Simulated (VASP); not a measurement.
# Hf7TaO16 (a cell with a defect) in VASP: further runs

Aim: see how the results for Hf7TaO16 (a cell with a defect) move with the level of theory and the settings. Levels: PBE, r2SCAN. Tasks: electric field gradients.

Everything below comes from runs of VASP 6.6.1. Logs are shortened: lines on timing, memory, paths and dates and some standing lists are left out, and cuts for length are marked.

### Step 1. The cell of the first run

The cell holds a defect, 24 atoms: a = 7.234 Å, b = 7.234 Å, c = 7.234 Å, α = 60.00°, β = 60.00°, γ = 60.00°.

### Step 2. Electric field gradients, PBE, collinear spin

Input file INCAR:

```
PREC = Accurate ; ENCUT = 520
EDIFF = 1E-8 ; ISMEAR = -1
SIGMA = 0.01 ; LREAL = Auto
LASPH = True ; NELM = 150
ALGO = Normal ; ISIF = 2
LWAVE = False ; LCHARG = False
ISPIN = 2 ; MAGMOM = 1 0 0 0 0 0 0 0 0 0 0 0 0 0 0 0 0 0 0 0 0 0 0 0
LORBIT = 11 ; LMAXMIX = 4
GGA = PE ; LEFG = True
NBANDS = 110
```

Input file KPOINTS:

```
Automatic mesh
0
Gamma
  3 3 3
```

Input file POSCAR:

```
Hf7TaO16
1.0
    0.0000000000      5.1150000000      5.1150000000
    5.1150000000      0.0000000000      5.1150000000
    5.1150000000      5.1150000000      0.0000000000
Ta Hf O
1 7 16
Direct
    0.0000000000      0.0000000000      0.0000000000
    0.0000000000      0.0000000000      0.5000000000
    0.0000000000      0.5000000000      0.0000000000
    0.0000000000      0.5000000000      0.5000000000
    0.5000000000      0.0000000000      0.0000000000
    0.5000000000      0.0000000000      0.5000000000
    0.5000000000      0.5000000000      0.0000000000
    0.5000000000      0.5000000000      0.5000000000
    0.1250000000      0.1250000000      0.1250000000
    0.1250000000      0.1250000000      0.6250000000
    0.1250000000      0.6250000000      0.1250000000
    0.1250000000      0.6250000000      0.6250000000
    0.6250000000      0.1250000000      0.1250000000
    0.6250000000      0.1250000000      0.6250000000
    0.6250000000      0.6250000000      0.1250000000
    0.6250000000      0.6250000000      0.6250000000
    0.3750000000      0.3750000000      0.3750000000
    0.3750000000      0.3750000000      0.8750000000
    0.3750000000      0.8750000000      0.3750000000
    0.3750000000      0.8750000000      0.8750000000
    0.8750000000      0.3750000000      0.3750000000
    0.8750000000      0.3750000000      0.8750000000
    0.8750000000      0.8750000000      0.3750000000
    0.8750000000      0.8750000000      0.8750000000
```

Potentials or basis: VASP PAW PBE potentials, release 64 (Ta_pv, Hf_pv, O).

The run is started by

```bash
$ cat potpaw_PBE.64/Ta_pv/POTCAR potpaw_PBE.64/Hf_pv/POTCAR potpaw_PBE.64/O/POTCAR > POTCAR
$ mpirun -np 1 vasp_std > vasp.out
```

OUTCAR:

```text
PREC = Accurate
   ENCUT = 520
   EDIFF = 1E-8
   ISMEAR = -1
   LREAL = Auto
   LASPH = True
   NELM = 150
   ISIF = 2
   ISPIN = 2
   LORBIT = 11
   GGA = PE

 ion  position               nearest neighbor table
   1  0.000  0.000  0.000-   9 2.21  10 2.21  11 2.21  13 2.21  20 2.21  22 2.21  23 2.21  24 2.21
                             5 3.62   2 3.62   3 3.62   2 3.62   4 3.62   6 3.62   3 3.62   4 3.62
   2  0.000  0.000  0.500-   9 2.21  10 2.21  12 2.21  14 2.21  19 2.21  21 2.21  23 2.21  24 2.21
                             6 3.62   1 3.62   4 3.62   1 3.62   3 3.62   5 3.62   3 3.62   4 3.62
   3  0.000  0.500  0.000-   9 2.21  11 2.21  12 2.21  15 2.21  18 2.21  21 2.21  22 2.21  24 2.21
                             7 3.62   1 3.62   4 3.62   2 3.62   4 3.62   8 3.62   1 3.62   2 3.62
   4  0.000  0.500  0.500-  10 2.21  11 2.21  12 2.21  16 2.21  17 2.21  21 2.21  22 2.21  23 2.21
                             8 3.62   2 3.62   3 3.62   1 3.62   3 3.62   7 3.62   1 3.62   2 3.62
   5  0.500  0.000  0.000-   9 2.21  13 2.21  14 2.21  15 2.21  18 2.21  19 2.21  20 2.21  24 2.21
                             7 3.62   1 3.62   6 3.62   2 3.62   6 3.62   8 3.62   3 3.62   7 3.62
   6  0.500  0.000  0.500-  10 2.21  13 2.21  14 2.21  16 2.21  17 2.21  19 2.21  20 2.21  23 2.21
                             8 3.62   2 3.62   5 3.62   1 3.62   5 3.62   7 3.62   4 3.62   7 3.62
   7  0.500  0.500  0.000-  11 2.21  13 2.21  15 2.21  16 2.21  17 2.21  18 2.21  20 2.21  22 2.21
                             8 3.62   3 3.62   5 3.62   4 3.62   6 3.62   8 3.62   1 3.62   5 3.62
   8  0.500  0.500  0.500-  12 2.21  14 2.21  15 2.21  16 2.21  17 2.21  18 2.21  19 2.21  21 2.21
                             7 3.62   4 3.62   6 3.62   3 3.62   5 3.62   7 3.62   2 3.62   5 3.62
   9  0.125  0.125  0.125-   1 2.21   2 2.21   3 2.21   5 2.21
  10  0.125  0.125  0.625-   1 2.21   2 2.21   4 2.21   6 2.21
  11  0.125  0.625  0.125-   1 2.21   3 2.21   4 2.21   7 2.21
  12  0.125  0.625  0.625-   2 2.21   3 2.21   4 2.21   8 2.21
  13  0.625  0.125  0.125-   1 2.21   5 2.21   6 2.21   7 2.21
  14  0.625  0.125  0.625-   2 2.21   5 2.21   6 2.21   8 2.21
[... 8 lines left out ...]
  23  0.875  0.875  0.375-   1 2.21   2 2.21   4 2.21   6 2.21
  24  0.875  0.875  0.875-   1 2.21   2 2.21   3 2.21   5 2.21

  LATTYP: Found a face centered cubic cell.
 ALAT       =    10.2300000000

  Lattice vectors:

 A1 = (   0.0000000000,   5.1150000000,   5.1150000000)
 A2 = (   5.1150000000,   0.0000000000,   5.1150000000)
 A3 = (   5.1150000000,   5.1150000000,   0.0000000000)

Analysis of symmetry for initial positions (statically):
=====================================================================
 Subroutine PRICEL returns:
 Original cell was already a primitive cell.

 Routine SETGRP: Setting up the symmetry group for a
 face centered cubic supercell.

 Subroutine GETGRP returns: Found 48 space group operations
 (whereof 48 operations were pure point group operations)
 out of a pool of 48 trial point group operations.

The static configuration has the point symmetry O_h .

Analysis of symmetry for dynamics (positions and initial velocities):
[... 1076 lines left out ...]
      6.39375      6.39375      8.95125        -0.121622     -0.121622      0.121622
      8.95125      8.95125      8.95125         0.121622      0.121622      0.121622
 -----------------------------------------------------------------------------------
    total drift:                                0.000000      0.000000      0.000000

  FREE ENERGIE OF THE ION-ELECTRON SYSTEM (eV)
  ---------------------------------------------------
  free  energy   TOTEN  =      -240.0936647578 eV

  energy  without entropy=     -240.0903288053  energy(sigma->0) =     -240.09199678

 Electric field gradients (V/A^2)
---------------------------------------------------------------------
 ion       V_xx      V_yy      V_zz      V_xy      V_xz      V_yz
---------------------------------------------------------------------
   1       0.000     0.000     0.000    -0.001    -0.001    -0.001
   2      -2.444    -2.444     4.888     0.603    -0.000    -0.000
   3      -2.444     4.888    -2.444    -0.000     0.603    -0.000
   4       4.888    -2.444    -2.444    -0.000    -0.000    -0.604
   5       4.888    -2.444    -2.444    -0.000    -0.000     0.603
   6      -2.444     4.888    -2.444    -0.000    -0.604    -0.000
[... 16 lines left out ...]
  23      -0.000    -0.000     0.000     7.425    -7.421    -7.421
  24       0.000    -0.000     0.000     7.425     7.425     7.425
---------------------------------------------------------------------

 Electric field gradients after diagonalization (V/A^2)
 (convention: |V_zz| > |V_xx| > |V_yy|)
----------------------------------------------------------------------
 ion       V_xx      V_yy      V_zz     asymmetry (V_yy - V_xx)/ V_zz
----------------------------------------------------------------------
   1       0.001     0.001    -0.001       0.000
   2      -3.047    -1.841     4.888       0.247
   3      -3.047    -1.841     4.888       0.247
   4      -3.048    -1.840     4.888       0.247
   5      -3.047    -1.841     4.888       0.247
   6      -3.048    -1.840     4.888       0.247
[... 16 lines left out ...]
  23      -7.425    -7.419    14.844       0.000
  24      -7.425    -7.425    14.850       0.000
----------------------------------------------------------------------

           NMR quadrupolar parameters

 Cq : quadrupolar parameter    Cq=e*Q*V_zz/h
 eta: asymmetry parameters     (V_yy - V_xx)/ V_zz
 Q  : nuclear electric quadrupole moment in mb (millibarn)
----------------------------------------------------------------------
 ion       Cq(MHz)       eta       Q (mb)
----------------------------------------------------------------------
   1      -0.000       0.000       1.000
   2       0.012       0.247       1.000
   3       0.012       0.247       1.000
   4       0.012       0.247       1.000
   5       0.012       0.247       1.000
   6       0.012       0.247       1.000
[... 16 lines left out ...]
  23       0.036       0.000       1.000
  24       0.036       0.000       1.000
----------------------------------------------------------------------

 total charge

# of ion       s       p       d       tot
------------------------------------------
    1        0.253   6.181   2.053   8.487
    2        0.288   6.541   1.322   8.151
    3        0.288   6.541   1.322   8.151
    4        0.288   6.541   1.322   8.151
    5        0.288   6.541   1.322   8.151
    6        0.288   6.541   1.322   8.151
[... 16 lines left out ...]
   23        1.559   3.527   0.000   5.086
   24        1.559   3.527   0.000   5.086
--------------------------------------------------
tot         27.220 108.475  11.306 147.001

 magnetization (x)

# of ion       s       p       d       tot
------------------------------------------
    1        0.009   0.006   0.731   0.745
    2        0.003   0.001   0.006   0.010
    3        0.003   0.001   0.006   0.010
    4        0.003   0.001   0.006   0.010
    5        0.003   0.001   0.006   0.010
    6        0.003   0.001   0.006   0.010
[... 16 lines left out ...]
   23       -0.000   0.001   0.000   0.001
   24       -0.000   0.001   0.000   0.001
--------------------------------------------------
tot          0.023   0.016   0.770   0.809
```

OSZICAR:

```text
N       E                     dE             d eps       ncg     rms          rms(c)
DAV:   1     0.127336452215E+04    0.12734E+04   -0.10002E+05  1760   0.162E+03
DAV:   2    -0.181173320441E+03   -0.14545E+04   -0.13899E+04  2112   0.433E+02
DAV:   3    -0.284731806278E+03   -0.10356E+03   -0.10271E+03  2072   0.105E+02
[... 14 lines left out ...]
DAV:  18    -0.240093664735E+03   -0.28581E-06   -0.50529E-07  1992   0.233E-03    0.608E-03
DAV:  19    -0.240093664671E+03    0.64281E-07   -0.54184E-08  1944   0.682E-04    0.839E-04
DAV:  20    -0.240093664716E+03   -0.45709E-07   -0.80509E-09  1112   0.389E-04    0.482E-04
DAV:  21    -0.240093664780E+03   -0.64223E-07   -0.22497E-08  1352   0.484E-04    0.563E-04
DAV:  22    -0.240093664766E+03    0.14457E-07   -0.23316E-09  1024   0.185E-04    0.134E-04
DAV:  23    -0.240093664758E+03    0.81654E-08   -0.11751E-09  1024   0.120E-04
   1 F= -.24009366E+03 E0= -.24009200E+03  d E =-.333595E-02  mag=     1.0000
```

stdout:

```text
POSCAR found type information on POSCAR TaHfO
 POSCAR found :  3 types and      24 ions
 scaLAPACK will be used
 LDA part: xc-table for (Slater+PW92), standard interpolation
 POSCAR, INCAR and KPOINTS ok, starting setup
 FFT: planning ... GRIDC
 FFT: planning ... GRID_SOFT
 FFT: planning ... GRID
 WAVECAR not read
 entering main loop
ion   1

ion   2

ion   3

ion   4

ion   5

ion   6

ion   7

ion   8

ion   9

ion  10

ion  11

ion  12

ion  13

ion  14

ion  15

ion  16

ion  17

ion  18

ion  19

ion  20

ion  21

ion  22

ion  23

ion  24
```

It took 16 min on 1 thread of AMD EPYC 7R43 (Zen 3), shared host; peak memory 0.55 GiB.

Results:

- Free energy: -240.0937 eV
- Pressure: -6.9 GPa
- Largest force: 0.211 eV/Å
- Band gap on the k mesh: zero (filled and empty bands overlap)
- Net moment: 1.00 μB per cell
- Site moments: Ta +0.74; Hf +0.01, +0.00 (each value once); O +0.00, -0.00 (each value once) μB
- Largest electric field gradient by atom: Ta +0.0; Hf +4.9, -0.0 (each value once); O +14.8, +1.1 (each value once) V/Å²
- Valence electrons inside the program's atomic spheres: Ta 8.49; Hf 8.15; O 5.09, 5.10 (each value once)

Forces on the atoms (eV/Å):
```
Ta   0.000  0.000  0.000
Hf   0.000  0.000  0.000
Hf   0.000  0.000  0.000
Hf   0.000  0.000  0.000
Hf   0.000  0.000  0.000
Hf   0.000  0.000  0.000
Hf   0.000  0.000  0.000
Hf   0.000  0.000  0.000
O   -0.122 -0.122 -0.122
O    0.122  0.122 -0.122
O    0.122 -0.122  0.122
O    0.035 -0.035 -0.035
O   -0.122  0.122  0.122
O   -0.035  0.035 -0.035
O   -0.035 -0.035  0.035
O    0.035  0.035  0.035
O   -0.035 -0.035 -0.035
O    0.035  0.035 -0.035
O    0.035 -0.035  0.035
O    0.122 -0.122 -0.122
O   -0.035  0.035  0.035
O   -0.122  0.122 -0.122
O   -0.122 -0.122  0.122
O    0.122  0.122  0.122
```

Levels at points of the mesh, in eV from the Fermi level:
Spin up:
```
           k point  band 87  band 88  band 89  band 90  band 91  band 92
(0.00, 0.00, 0.00)    -3.00    -3.00    -0.30    -0.30     0.65     0.80
```
Spin down:
```
           k point  band 84  band 85  band 86  band 87  band 88  band 89  band 90  band 91  band 92  band 93
(0.00, 0.00, 0.00)    -3.60    -3.60    -3.02    -3.00    -3.00     0.51     0.51     0.69     0.81     0.81
```

Electric field gradients, principal values (V/Å²):
| atom | least | middle | greatest (by size) |
| --- | --- | --- | --- |
| 1 Ta | -0.001 | 0.001 | 0.001 |
| 2 Hf | -1.841 | -3.047 | 4.888 |
| 3 Hf | -1.841 | -3.047 | 4.888 |
| 4 Hf | -1.840 | -3.048 | 4.888 |
| 5 Hf | -1.841 | -3.047 | 4.888 |
| 6 Hf | -1.840 | -3.048 | 4.888 |
| 7 Hf | -1.840 | -3.048 | 4.888 |
| 8 Hf | 0.000 | 0.000 | -0.001 |
| 9 O | -7.425 | -7.425 | 14.850 |
| 10 O | -7.419 | -7.425 | 14.844 |
| 11 O | -7.419 | -7.425 | 14.844 |
| 12 O | -0.563 | -0.569 | 1.132 |
| 13 O | -7.419 | -7.425 | 14.844 |
| 14 O | -0.563 | -0.569 | 1.132 |
| 15 O | -0.563 | -0.569 | 1.132 |
| 16 O | -0.569 | -0.569 | 1.137 |
| 17 O | -0.569 | -0.569 | 1.137 |
| 18 O | -0.563 | -0.569 | 1.132 |
| 19 O | -0.563 | -0.569 | 1.132 |
| 20 O | -7.419 | -7.425 | 14.844 |
| 21 O | -0.563 | -0.569 | 1.132 |
| 22 O | -7.419 | -7.425 | 14.844 |
| 23 O | -7.419 | -7.425 | 14.844 |
| 24 O | -7.425 | -7.425 | 14.850 |

Caveat: without QUAD_EFG the Cq values of the log hold for a quadrupole moment of 1 mb, not for the nuclei; spin-orbit coupling is left out, which moves the levels of the heavy elements.

### Step 3. Electric field gradients, PBE

Input file INCAR:

```
SYSTEM = Hf7TaO16
PREC = Accurate
ENCUT = 520
EDIFF = 1E-8
ISMEAR = -1
SIGMA = 0.01
LREAL = Auto
LASPH = .True.
NELM = 80
ALGO = Normal
ISIF = 2
LWAVE = .False.
LCHARG = .False.
GGA = PE
LEFG = .True.
NELECT = 176.0
NBANDS = 106
```

Input file KPOINTS:

```
regular mesh
0
Gamma
  3 3 3
  0 0 0
```

POSCAR is that of step 2.

Potentials or basis: VASP PAW PBE potentials, release 64 (Ta_pv, Hf_pv, O).

The run is started by

```bash
$ cat potpaw_PBE.64/Ta_pv/POTCAR potpaw_PBE.64/Hf_pv/POTCAR potpaw_PBE.64/O/POTCAR > POTCAR
$ mpirun -np 1 vasp_std > vasp.out
```

OUTCAR:

```text
SYSTEM = Hf7TaO16
   PREC = Accurate
   ENCUT = 520
   EDIFF = 1E-8
   ISMEAR = -1
   LREAL = Auto
   LASPH = .True.
   NELM = 80
   ISIF = 2
   GGA = PE
   NELECT = 176.0

 ion  position               nearest neighbor table
   1  0.000  0.000  0.000-   9 2.21  10 2.21  11 2.21  13 2.21  20 2.21  22 2.21  23 2.21  24 2.21
                             5 3.62   2 3.62   3 3.62   2 3.62   4 3.62   6 3.62   3 3.62   4 3.62
   2  0.000  0.000  0.500-   9 2.21  10 2.21  12 2.21  14 2.21  19 2.21  21 2.21  23 2.21  24 2.21
                             6 3.62   1 3.62   4 3.62   1 3.62   3 3.62   5 3.62   3 3.62   4 3.62
   3  0.000  0.500  0.000-   9 2.21  11 2.21  12 2.21  15 2.21  18 2.21  21 2.21  22 2.21  24 2.21
                             7 3.62   1 3.62   4 3.62   2 3.62   4 3.62   8 3.62   1 3.62   2 3.62
   4  0.000  0.500  0.500-  10 2.21  11 2.21  12 2.21  16 2.21  17 2.21  21 2.21  22 2.21  23 2.21
                             8 3.62   2 3.62   3 3.62   1 3.62   3 3.62   7 3.62   1 3.62   2 3.62
[... 736 lines left out ...]
 (convention: |V_zz| > |V_xx| > |V_yy|)
----------------------------------------------------------------------
 ion       V_xx      V_yy      V_zz     asymmetry (V_yy - V_xx)/ V_zz
----------------------------------------------------------------------
   1       0.001     0.001    -0.001       0.000
   2      25.439     0.007   -25.446       0.999
   3      25.439     0.007   -25.446       0.999
   4      25.440     0.007   -25.446       0.999
   5      25.439     0.007   -25.446       0.999
   6      25.440     0.007   -25.446       0.999
[... 16 lines left out ...]
  23     -12.577   -12.572    25.149       0.000
  24     -12.577   -12.577    25.155       0.000
----------------------------------------------------------------------

           NMR quadrupolar parameters

 Cq : quadrupolar parameter    Cq=e*Q*V_zz/h
 eta: asymmetry parameters     (V_yy - V_xx)/ V_zz
 Q  : nuclear electric quadrupole moment in mb (millibarn)
----------------------------------------------------------------------
 ion       Cq(MHz)       eta       Q (mb)
----------------------------------------------------------------------
   1      -0.000       0.000       1.000
   2      -0.062       0.999       1.000
   3      -0.062       0.999       1.000
   4      -0.062       0.999       1.000
   5      -0.062       0.999       1.000
   6      -0.062       0.999       1.000
[... 16 lines left out ...]
  23       0.061       0.000       1.000
  24       0.061       0.000       1.000
----------------------------------------------------------------------
```

It took 5.3 min on 1 thread of Intel Xeon Platinum 8488C (Sapphire Rapids), shared host; peak memory 0.42 GiB.

Results:

```
Free energy                             : -246.6720 eV
Largest force                           : 1.289 eV/Å
Largest electric field gradient by atom : Ta +0.0; Hf -25.4, -0.0 (each value once); O +25.2, +25.1, +2.0 (each value once) V/Å²
```

Forces in eV/Å, atoms in the order of the input:
```
Ta   0.000  0.000  0.000
Hf   0.000  0.000  0.000
Hf   0.000  0.000  0.000
Hf   0.000  0.000  0.000
Hf   0.000  0.000  0.000
Hf   0.000  0.000  0.000
Hf   0.000  0.000  0.000
Hf   0.000  0.000  0.000
O   -0.744 -0.744 -0.744
O    0.744  0.744 -0.744
O    0.744 -0.744  0.744
O    0.188 -0.188 -0.188
O   -0.744  0.744  0.744
O   -0.188  0.188 -0.188
O   -0.188 -0.188  0.188
O    0.188  0.188  0.188
O   -0.188 -0.188 -0.188
O    0.188  0.188 -0.188
O    0.188 -0.188  0.188
O    0.744 -0.744 -0.744
O   -0.188  0.188  0.188
O   -0.744  0.744 -0.744
O   -0.744 -0.744  0.744
O    0.744  0.744  0.744
```

Electric field gradients, principal values (V/Å²):
```
atom    least   middle  greatest (by size)
1 Ta   -0.001    0.001               0.001
2 Hf    0.007   25.439             -25.446
3 Hf    0.007   25.439             -25.446
4 Hf    0.007   25.440             -25.446
5 Hf    0.007   25.439             -25.446
6 Hf    0.007   25.440             -25.446
7 Hf    0.007   25.440             -25.446
8 Hf    0.000    0.000              -0.001
 9 O  -12.577  -12.577              25.155
10 O  -12.572  -12.577              25.149
11 O  -12.572  -12.577              25.149
12 O   -1.013   -1.019               2.032
13 O  -12.572  -12.577              25.149
14 O   -1.013   -1.019               2.032
15 O   -1.013   -1.019               2.032
16 O   -1.019   -1.019               2.038
17 O   -1.019   -1.019               2.038
18 O   -1.013   -1.019               2.032
19 O   -1.013   -1.019               2.032
20 O  -12.572  -12.577              25.149
21 O   -1.013   -1.019               2.032
22 O  -12.572  -12.577              25.149
23 O  -12.572  -12.577              25.149
24 O  -12.577  -12.577              25.155
```

Caveat: the cell carries a net charge on a neutralising background, which shifts energy and pressure; the cell is charged against a uniform background, so pressure and absolute levels hang on convention; without QUAD_EFG the Cq values of the log hold for a quadrupole moment of 1 mb, not for the nuclei; spin-orbit coupling is left out, which moves the levels of the heavy elements.

(Part 1 of 2 ends here.)
